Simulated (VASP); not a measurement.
# HfC63 (a cell with a defect) in VASP: relaxation of the atoms with PBEsol

Aim: the relaxation of the atoms of HfC63 (a cell with a defect) with PBEsol.

Everything below comes from runs of VASP 6.6.1. Logs are shortened: lines on timing, memory, paths and dates and some standing lists are left out, and cuts for length are marked.

### Step 1. The cell of the first run

The cell holds a defect, 64 atoms: a = 7.108 Å, b = 7.108 Å, c = 7.108 Å, α = 90.00°, β = 90.00°, γ = 90.00°.

### Step 2. Relaxation of the atoms, PBEsol

Contents of INCAR:

```
PREC = Accurate
ENCUT = 520
EDIFF = 1E-6
ISMEAR = -1
SIGMA = 0.05
LREAL = Auto
LASPH = True
NELM = 60
ALGO = Normal
ISIF = 2
LWAVE = False
LCHARG = False
GGA = PS
IBRION = 2
NSW = 100
EDIFFG = -0.03
ISYM = 0
NCORE = 4
```

Contents of KPOINTS:

```
Automatic mesh
0
Gamma
  1 1 1
  0.25 0.25 0.25
```

Contents of POSCAR:

```
HfC63
1.0
    7.1076060000      0.0000000000      0.0000000000
    0.0000000000      7.1076060000      0.0000000000
    0.0000000000      0.0000000000      7.1076060000
C Hf
63 1
Direct
    0.9988020000      0.0065180000      0.9976920000
    0.9985440000      0.9989280000      0.5003270000
    0.0027340000      0.4983430000      0.9998740000
    0.9992830000      0.4968530000      0.4970410000
    0.5013120000      0.0002580000      0.0061420000
    0.4966720000      0.9993620000      0.4967470000
    0.5032770000      0.5018990000      0.9993910000
    0.1264830000      0.1221910000      0.1190660000
    0.1220380000      0.1236260000      0.6274670000
    0.1298690000      0.6259030000      0.1232320000
    0.1240230000      0.6237380000      0.6200700000
    0.6255620000      0.1248350000      0.1248420000
    0.6260800000      0.1242590000      0.6228140000
    0.6252520000      0.6198020000      0.1261210000
    0.6233900000      0.6318640000      0.6206430000
    0.2487180000      0.2536630000      0.0017460000
    0.2510290000      0.2579690000      0.4956730000
    0.2515280000      0.7498680000      0.0022990000
    0.2534490000      0.7519600000      0.4992160000
    0.7503790000      0.2552770000      0.0015500000
    0.7538550000      0.2539230000      0.5029820000
    0.7517140000      0.7471510000      0.0012780000
    0.7551420000      0.7501450000      0.5010030000
    0.3739470000      0.3752210000      0.1250330000
    0.3775380000      0.3748680000      0.6247000000
    0.3756330000      0.8743090000      0.1220590000
    0.3692560000      0.8800690000      0.6237160000
    0.8738070000      0.3693770000      0.1279520000
    0.8739580000      0.3769500000      0.6217280000
    0.8725960000      0.8788120000      0.1206140000
    0.8721120000      0.8740560000      0.6330590000
    0.2457310000      0.9956560000      0.2536870000
    0.2517690000      0.0008250000      0.7507650000
    0.2541080000      0.4984230000      0.2525730000
    0.2501320000      0.4999420000      0.7442260000
    0.7517300000      0.0018020000      0.2476830000
    0.7559050000      0.0013000000      0.7444210000
    0.7551580000      0.4999570000      0.2455240000
    0.7497730000      0.4951140000      0.7520240000
    0.3752230000      0.1253850000      0.3732420000
    0.3740210000      0.1260930000      0.8735310000
    0.3760410000      0.6256990000      0.3780460000
    0.3719850000      0.6250620000      0.8768360000
    0.8745170000      0.1219980000      0.3786910000
    0.8753630000      0.1224340000      0.8786200000
    0.8789720000      0.6248030000      0.3759230000
    0.8739460000      0.6236700000      0.8750990000
    0.9963530000      0.2482370000      0.2505770000
    0.0028930000      0.2493440000      0.7403790000
    0.9956940000      0.7534760000      0.2542800000
    0.0002840000      0.7469050000      0.7468070000
    0.4964960000      0.2517290000      0.2477600000
    0.4982250000      0.2463100000      0.7549190000
    0.5024070000      0.7501930000      0.2534180000
    0.5023920000      0.7464540000      0.7431740000
    0.1249820000      0.3754000000      0.3701680000
    0.1267890000      0.3783360000      0.8719320000
    0.1222930000      0.8732360000      0.3731960000
    0.1244080000      0.8727540000      0.8721640000
    0.6277910000      0.3710840000      0.3752970000
    0.6265330000      0.3770390000      0.8705410000
    0.6231060000      0.8693590000      0.3740390000
    0.6255720000      0.8710380000      0.8755940000
    0.5035490000      0.4985490000      0.5028000000
```

Potentials or basis: VASP PAW PBE potentials, release 64 (C, Hf_pv).

The run is started by

```bash
$ cat potpaw_PBE.64/C/POTCAR potpaw_PBE.64/Hf_pv/POTCAR > POTCAR
$ mpirun -np 4 vasp_std > vasp.out
```

OUTCAR:

```text
PREC = Accurate
   ENCUT = 520
   EDIFF = 1E-6
   ISMEAR = -1
   LREAL = Auto
   LASPH = True
   NELM = 60
   ISIF = 2
   GGA = PS
   IBRION = 2
   NSW = 100
   EDIFFG = -0.03
   ISYM = 0

 ion  position               nearest neighbor table
   1  0.999  0.007  0.998-  45 1.47   8 1.50  30 1.55  59 1.58
   2  0.999  0.999  0.500-  44 1.51   9 1.54  58 1.55  31 1.58
   3  0.003  0.498  1.000-  57 1.53  10 1.55  47 1.55  28 1.58
   4  0.999  0.497  0.497-  46 1.52  29 1.52  56 1.54  11 1.54
   5  0.501  0.000  0.006-  12 1.51  26 1.51  63 1.58  41 1.58
   6  0.497  0.999  0.497-  40 1.52  27 1.53  62 1.56  13 1.56
   7  0.503  0.502  0.999-  14 1.51  61 1.55  43 1.55  24 1.57
   8  0.126  0.122  0.119-   1 1.50  16 1.52  32 1.56  48 1.59
   9  0.122  0.124  0.627-  49 1.47   2 1.54  33 1.54  17 1.62
  10  0.130  0.626  0.123-  18 1.50   3 1.55  34 1.56  50 1.61
  11  0.124  0.624  0.620-  51 1.53  35 1.54   4 1.54  19 1.55  64 2.96
  12  0.626  0.125  0.125-   5 1.51  36 1.53  20 1.55  52 1.56
  13  0.626  0.124  0.623-  37 1.54  21 1.55   6 1.56  53 1.57  64 2.93
  14  0.625  0.620  0.126-   7 1.51  38 1.52  22 1.55  54 1.56  64 2.94
  15  0.623  0.632  0.621-  55 1.47  23 1.52  64 1.52  39 1.62
  16  0.249  0.254  0.002-  24 1.52   8 1.52  57 1.55  41 1.56
  17  0.251  0.258  0.496-  56 1.51  25 1.53  40 1.56   9 1.62  64 2.48
[... 31 lines left out ...]
  49  0.003  0.249  0.740-   9 1.47  29 1.54  57 1.58  45 1.61
  50  0.996  0.753  0.254-  58 1.50  46 1.51  30 1.57  10 1.61
  51  0.000  0.747  0.747-  31 1.52  11 1.53  59 1.54  47 1.55
  52  0.496  0.252  0.248-  24 1.51  40 1.53  60 1.55  12 1.56  64 2.52
  53  0.498  0.246  0.755-  41 1.49  61 1.54  25 1.56  13 1.57  64 2.54
  54  0.502  0.750  0.253-  62 1.48  42 1.54  14 1.56  26 1.57  64 2.52
  55  0.502  0.746  0.743-  15 1.47  63 1.56  43 1.58  27 1.59  64 2.45
  56  0.125  0.375  0.370-  17 1.51  34 1.52   4 1.54  48 1.54
  57  0.127  0.378  0.872-   3 1.53  35 1.53  16 1.55  49 1.58
  58  0.122  0.873  0.373-  32 1.50  50 1.50   2 1.55  19 1.55
  59  0.124  0.873  0.872-  51 1.54  33 1.55  18 1.56   1 1.58
  60  0.628  0.371  0.375-  21 1.52  52 1.55  64 1.56  38 1.58
  61  0.627  0.377  0.871-  39 1.48  53 1.54  20 1.55   7 1.55  64 2.89
  62  0.623  0.869  0.374-  54 1.48  23 1.55   6 1.56  36 1.59  64 2.92
  63  0.626  0.871  0.876-  22 1.54  55 1.56   5 1.58  37 1.61
  64  0.504  0.499  0.503-  15 1.52  25 1.52  60 1.56  42 1.56  55 2.45  17 2.48  21 2.49  35 2.49
                            39 2.49  34 2.51  54 2.52  52 2.52  23 2.53  19 2.53  53 2.54  38 2.56

IMPORTANT INFORMATION: All symmetrisations will be switched off!
NOSYMM: (Re-)initialisation of all symmetry stuff for point group C_1.

----------------------------------------------------------------------------------------

                                     Primitive cell

  volume of cell :     359.0625

  direct lattice vectors                    reciprocal lattice vectors
     7.107606000  0.000000000  0.000000000     0.140694349  0.000000000  0.000000000
     0.000000000  7.107606000  0.000000000     0.000000000  0.140694349  0.000000000
     0.000000000  0.000000000  7.107606000     0.000000000  0.000000000  0.140694349

  length of vectors
     7.107606000  7.107606000  7.107606000     0.140694349  0.140694349  0.140694349

  position of ions in fractional coordinates (direct lattice)
     0.998802000  0.006518000  0.997692000
     0.998544000  0.998928000  0.500327000
     0.002734000  0.498343000  0.999874000
     0.999283000  0.496853000  0.497041000
     0.501312000  0.000258000  0.006142000
     0.496672000  0.999362000  0.496747000
[... 56 lines left out ...]
     0.625572000  0.871038000  0.875594000
     0.503549000  0.498549000  0.502800000

  ion indices of the primitive-cell ions
   primitive index   ion index
                 1           1
                 2           2
                 3           3
                 4           4
                 5           5
                 6           6
[... 56 lines left out ...]
                63          63
                64          64

----------------------------------------------------------------------------------------

 KPOINTS: Automatic mesh

[... 27 lines left out ...]
  0.250000 -0.250000  0.250000      2.000000
   k-points           NKPTS =      4   k-points in BZ     NKDIM =      4   number of bands    NBANDS=    164
   number of dos      NEDOS =    301   number of ions     NIONS =     64
   total plane-waves  NPLWV = 157464
   dimension x,y,z NGX =    54 NGY =   54 NGZ =   54
   dimension x,y,z NGXF=   108 NGYF=  108 NGZF=  108
   ions per type =              63   1
   NGX,Y,Z   is equivalent  to a cutoff of  12.63, 12.63, 12.63 a.u.
   NGXF,Y,Z  is equivalent  to a cutoff of  25.26, 25.26, 25.26 a.u.
 SYSTEM =  unknown system
   PREC   = accura    normal or accurate (medium, high low for compatibility)
   ISTART =      0    job   : 0-new  1-cont  2-samecut
   ICHARG =      2    charge: 1-file 2-atom 10-const
   ISPIN  =      1    spin polarized calculation?
   LNONCOLLINEAR =      F non collinear calculations
   LSORBIT =      F    spin-orbit coupling
   LASPH  =      T    aspherical Exc in radial PAW
   ENCUT  =  520.0 eV  38.22 Ry    6.18 a.u.  13.22 13.22 13.22*2*pi/ulx,y,z
   NELM   =     60;   NELMIN=  2; NELMDL= -5     # of ELM steps
   EDIFF  = 0.1E-05   stopping-criterion for ELM
   LREAL  =      T    real-space projection
   EDIFFG = -.3E-01   stopping-criterion for IOM
   NSW    =    100    number of steps for IOM
   IBRION =      2    ionic relax: 0-MD 1-quasi-New 2-CG
   NFREE  =      1    steps in history (QN), initial steepest desc. (CG)
   ISIF   =      2    stress and relaxation
   ISYM   =      0    0-nonsym 1-usesym 2-fastsym
   POTIM  = 0.5000    time-step for ionic-motion
   TEBEG  =    0.0;   TEEND  =   0.0 temperature during run
   PSTRESS=    0.0 pullay stress
   NELECT =     262.0000    total number of electrons
   NUPDOWN=      -1.0000    fix difference up-down
   EMIN   =  10.00;   EMAX   =-10.00  energy-range for DOS
   EFERMI =   0.00;   METHOD = LEGACY
   ISMEAR =    -1;   SIGMA  =   0.05  broadening in eV -4-tet -1-fermi 0-gaus
   EFERMI_NEDOS =   21; number of points for ismear=-14 and -15
   IALGO  =     38    algorithm
   IMIX   =      4    mixing-type and parameters
     AMIX     =   0.40;   BMIX     =  1.00
     AMIX_MAG =   1.60;   BMIX_MAG =  1.00
  volume/ion in A,a.u.               =       5.61        37.86
  Fermi-wavevector in a.u.,A,eV,Ry     =   1.473845  2.785164 29.554849  2.172220
  Thomas-Fermi vector in A             =   2.588689
   LORBIT       =      0    0 simple, 1 ext, 2 COOP (PROOUT), +10 PAW based schemes
   GGA     = PS    functional components
   LHFCALC =     F    Hartree Fock is set to
   AEXX    =    0.0000 exact exchange contribution
   IVDW    =     0    specifies the selected vdW correction
   LEPSILON=     F    determine dielectric tensor
   LRPA    =     F    only Hartree local field effects (RPA)
 conjugate gradient relaxation of ions
 non-spin polarized calculation
  energy-cutoff  :      520.00
  volume of cell :      359.06
 maximum number of plane-waves:      9651
 NGX is ok and might be reduce to    54
   NGX = 27   NGY = 27   NGZ = 27

--------------------------------------- Ionic step        1  -------------------------------------------

 number of electron     262.0000008 magnetization

 Free energy of the ion-electron system (eV)
  ---------------------------------------------------
  ext. energy  EPLUGINS =         0.00000000
  ---------------------------------------------------
  free energy    TOTEN  =      -581.26610096 eV

  energy without entropy =     -581.26610096  energy(sigma->0) =     -581.26610096

------------------------ aborting loop because EDIFF is reached ----------------------------------------

  FORCE on cell =-STRESS in cart. coord.  units (eV):
  Direction    XX          YY          ZZ          XY          YZ          ZX
  --------------------------------------------------------------------------------------
  -------------------------------------------------------------------------------------
  Total       79.8175105     85.9167956     76.7760244      4.3939212      1.9561137     -2.7930289
  in kB      356.1547368    383.3704349    342.5832824     19.6061720      8.7284001    -12.4628101
  external PRESSURE =     360.7028180 kB  Pullay stress =       0.0000000 kB
[... 275 lines left out ...]
  FREE ENERGIE OF THE ION-ELECTRON SYSTEM (eV)
  ---------------------------------------------------
  free  energy   TOTEN  =      -576.5639496832 eV

  energy  without entropy=     -576.5637751862  energy(sigma->0) =     -576.56386243

[... ionic steps 4 to 22 ...]

--------------------------------------- Ionic step       23  -------------------------------------------

 number of electron     262.0000001 magnetization

------------------------ aborting loop because EDIFF is reached ----------------------------------------
[... 191 lines left out ...]
--------------------------------------- Ionic step       25  -------------------------------------------

 number of electron     262.0000000 magnetization

 Free energy of the ion-electron system (eV)
  ---------------------------------------------------
  ext. energy  EPLUGINS =         0.00000000
  ---------------------------------------------------
  free energy    TOTEN  =      -603.44632160 eV

  energy without entropy =     -603.44632160  energy(sigma->0) =     -603.44632160

 E-fermi :  11.6554     XC(G=0): -13.6051

 val. band max:       10.4106990519   @ k =   0.2500   0.2500   0.2500
 cond. band min:      13.7189193708   @ k =  -0.2500   0.2500   0.2500
 fundamental gap:      3.3082203189
 Fermi energy:        11.6554229124

 k-point     1 :       0.2500    0.2500    0.2500
  band No.  band energies     occupation
      1     -18.8276      2.00000
      2     -18.8258      2.00000
      3     -18.8254      2.00000
      4     -11.2776      2.00000
      5     -10.1877      2.00000
      6     -10.1874      2.00000
[... 573 lines left out ...]
    142      15.9765      0.00000
    143      16.2591      0.00000
 [bands above 143 left out]

------------------------ aborting loop because EDIFF is reached ----------------------------------------

  FORCE on cell =-STRESS in cart. coord.  units (eV):
  Direction    XX          YY          ZZ          XY          YZ          ZX
  --------------------------------------------------------------------------------------
  -------------------------------------------------------------------------------------
  Total       47.4419401     47.3942684     47.4644179      0.1245437      0.2402766     -0.2232716
  in kB      211.6912888    211.4785726    211.7915877      0.5557280      1.0721415     -0.9962632
  external PRESSURE =     211.6538164 kB  Pullay stress =       0.0000000 kB
[... 79 lines left out ...]
  FREE ENERGIE OF THE ION-ELECTRON SYSTEM (eV)
  ---------------------------------------------------
  free  energy   TOTEN  =      -603.4463215970 eV

  energy  without entropy=     -603.4463215969  energy(sigma->0) =     -603.44632160

 reached required accuracy - stopping structural energy minimisation
```

It took 33 min on 4 MPI ranks of AMD EPYC 7R13 (Zen 3), shared host; peak memory 0.22 GiB.

Results:

```yaml
Free_energy: -603.4463 eV
Pressure_after_relaxing: 21.2 GPa
Largest_force_after_relaxing: 0.020 eV/Å
Band_gap_on_the_k_mesh: 3.31 eV
```

Forces on the atoms (eV/Å):
```
C    0.001 -0.003  0.001
C   -0.003  0.000  0.003
C   -0.005 -0.006 -0.002
C   -0.002  0.002  0.005
C    0.005  0.002 -0.001
C   -0.002  0.001 -0.002
C    0.000 -0.002 -0.002
C    0.009 -0.001  0.006
C   -0.013 -0.002  0.004
C    0.003  0.009 -0.010
C    0.004  0.009  0.000
C   -0.002 -0.010 -0.005
C    0.012 -0.001  0.007
C   -0.005 -0.003  0.007
C    0.004 -0.003  0.010
C   -0.002 -0.002  0.003
C    0.001  0.006 -0.006
C   -0.001  0.005 -0.009
C   -0.005  0.001  0.015
C    0.008 -0.010  0.000
C    0.005  0.007  0.013
C    0.000 -0.001  0.004
C   -0.001 -0.003 -0.013
C    0.001  0.000 -0.002
C    0.017 -0.012  0.002
C   -0.001  0.005 -0.004
C   -0.007 -0.003  0.012
C    0.005  0.000 -0.009
C   -0.007 -0.002  0.003
C   -0.005  0.009  0.006
C    0.003 -0.002 -0.004
C   -0.001 -0.005 -0.006
C   -0.008  0.004  0.009
C   -0.001 -0.004 -0.003
C    0.011 -0.002 -0.009
C    0.009 -0.002 -0.006
C    0.008 -0.006  0.014
C   -0.005 -0.004 -0.001
C   -0.009 -0.006 -0.004
C   -0.003  0.009 -0.003
C    0.002 -0.009  0.014
C   -0.013  0.011 -0.009
C    0.007  0.000 -0.012
C    0.006 -0.005 -0.005
C   -0.007 -0.004 -0.003
C   -0.001  0.003 -0.010
C    0.000  0.008 -0.001
C   -0.001 -0.004 -0.005
C   -0.001 -0.010  0.006
C    0.001  0.008 -0.014
C   -0.001  0.002  0.005
C   -0.005  0.016 -0.001
C    0.012 -0.004  0.007
C   -0.003  0.003  0.009
C   -0.007  0.006  0.000
C    0.006  0.002  0.003
C    0.003  0.008 -0.002
C   -0.005  0.007  0.001
C    0.002  0.002 -0.001
C   -0.005  0.001  0.001
C    0.007 -0.003 -0.001
C    0.001 -0.012 -0.002
C   -0.006 -0.005  0.004
Hf  -0.012  0.005 -0.003
```

Caveat: the PAW data sets were made with another functional, which shifts forces and pressure a little; spin-orbit coupling is left out, which moves the levels of the heavy elements.
